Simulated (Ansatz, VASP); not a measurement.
# One calculation of SnO2, two programs

```
CELL_PARAMETERS angstrom
4.73800 0.00000 0.00000
0.00000 4.73800 0.00000
0.00000 0.00000 3.18650
ATOMIC_POSITIONS crystal
Sn 0.00000 0.00000 0.00000
Sn 0.50000 0.50000 0.50000
O 0.30710 0.30710 0.00000
O 0.19290 0.80710 0.50000
O 0.69290 0.69290 0.00000
O 0.82527 0.18048 0.46616
```

Alike in both runs: task single point; functional PBE; k mesh 6 × 6 × 8; occupations gaussian, width 0.05 eV; no spin polarisation.

|  | VASP | Ansatz |
| --- | --- | --- |
| version | VASP 6.6.1 | Ansatz 0.2.0 |
| potentials or method | VASP PAW PBE potentials, release 64 (Sn_d, O), cutoff 520 eV | scalar-relativistic, plane waves, PAW |
| valence electrons in the cell | 52 | 52 |

VASP gave:

```
gap on the k mesh at the Fermi level (eV)                     : 1.34
pressure (GPa)                                                : 14.2
traceless stress, the component that is largest in VASP (GPa) : 3.66
rms of the force components (eV/Å)                            : 1.094
```

Q: Estimate Ansatz's values.

A: gap on the k mesh at the Fermi level (eV): 1.35; pressure (GPa): 13.6; traceless stress, the component that is largest in VASP (GPa): 3.36; rms of the force components (eV/Å): 1.081.

Atom by atom the forces differ by 0.016 eV/Å (rms over components).
